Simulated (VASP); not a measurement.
Wanted: the native input for a VASP 6.6.1 run.

```
Task                   : single point
Functional             : PBE
Dispersion             : D3(BJ)
Potentials or basis    : VASP PAW PBE potentials, release 64 (Tl_d, S)
Cutoff                 : 520 eV
k mesh                 : 8 × 8 × 8
Occupations            : fermi-dirac, width 0.05 eV
Spin                   : no spin polarisation
Dipole correction      : no
Further INCAR settings : ALGO = Fast; EDIFF = 1e-06; NBANDS = 30
```

The structure of Tl3S lies in POSCAR:

```
Tl3S
1.0
   -2.3089216555      2.3089216555      5.0559160500
    2.3089216555     -2.3089216555      5.0559160500
    2.3089216555      2.3089216555     -5.0559160500
Tl S
3 1
Direct
    0.5000000000      0.5000000000      0.0000000000
    0.2500000000      0.7500000000      0.5000000000
    0.7500000000      0.2500000000      0.5000000000
    0.0000000000      0.0000000000      0.0000000000
```

The input as run:

INCAR

```
SYSTEM = Tl3S
PREC     = Accurate       ! precision mode
ENCUT    = 520            ! plane-wave cutoff, eV
EDIFF    = 1E-6           ! SCF threshold, eV
ISMEAR   = -1             ! smearing method
SIGMA    = 0.05           ! smearing width, eV
LREAL    = .False.        ! projectors in reciprocal space
LASPH    = .True.         ! aspherical terms in the spheres
NELM     = 100            ! most SCF steps
ALGO     = Fast           ! electronic algorithm
ISIF     = 2              ! what is computed and relaxed
LWAVE    = .False.        ! write WAVECAR
LCHARG   = .True.         ! write CHGCAR
GGA      = PE             ! functional
IVDW     = 12             ! dispersion correction
LELF     = .True.         ! ELF
LVHAR    = .True.       
NBANDS   = 30             ! bands
```

KPOINTS

```
regular mesh
0
Gamma
  8 8 8
  0 0 0
```

Potentials or basis: VASP PAW PBE potentials, release 64 (Tl_d, S).

The run is started by

```sh
$ cat potpaw_PBE.64/Tl_d/POTCAR potpaw_PBE.64/S/POTCAR > POTCAR
$ mpirun -np 1 vasp_std > vasp.out
```

Results of the run:

| Property | Result |
| --- | --- |
| Pressure | 0.0 GPa |
| Band gap on the k mesh | zero (an odd number of electrons rules out a gap without spin polarisation) |
| Dispersion energy per atom | -0.332 eV |

Caveat: spin-orbit coupling is left out, which moves the levels of the heavy elements.

Wall time 4.3 min on 1 thread of Oxide Virtual Turin-like Processor, on a shared host, peak memory 0.38 GiB.
